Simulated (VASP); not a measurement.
A run of VASP 6.6.1:

The input INCAR:

```
SYSTEM = Hf
  PREC = Accurate
  ENCUT = 520
  EDIFF = 1E-6
  ISMEAR = 0
  SIGMA = 0.15
  LREAL = .False.
  LASPH = .True.
  NELM = 100
  ALGO = Fast
  ISIF = 2
  LWAVE = .False.
  LCHARG = .False.
  GGA = PS
  NBANDS = 17
```

File KPOINTS:

```
regular mesh
0
Gamma
  18 18 10
  0 0 0
```

POSCAR

```
Hf
1.0
    3.3183000000      0.0000000000      0.0000000000
   -1.6591500000      2.8737320974      0.0000000000
    0.0000000000      0.0000000000      5.5958000000
Hf
2
Direct
    0.3333333333      0.6666666667      0.2500000000
    0.6666666667      0.3333333333      0.7500000000
```

Potentials or basis: VASP PAW PBE potentials, release 64 (Hf_pv).

The run is started by

```console
$ cat potpaw_PBE.64/Hf_pv/POTCAR > POTCAR
$ mpirun -np 1 vasp_std > vasp.out
```

Hardware: 1 thread of AMD EPYC 9R45 96-Core Processor (Zen 5), on a shared host.

Q: Estimate the wall time of this run.

A: Wall time 2.6 min on 1 thread of AMD EPYC 9R45 96-Core Processor (Zen 5), on a shared host, peak memory 0.27 GiB. Counts: scf iterations 15, k points 222.
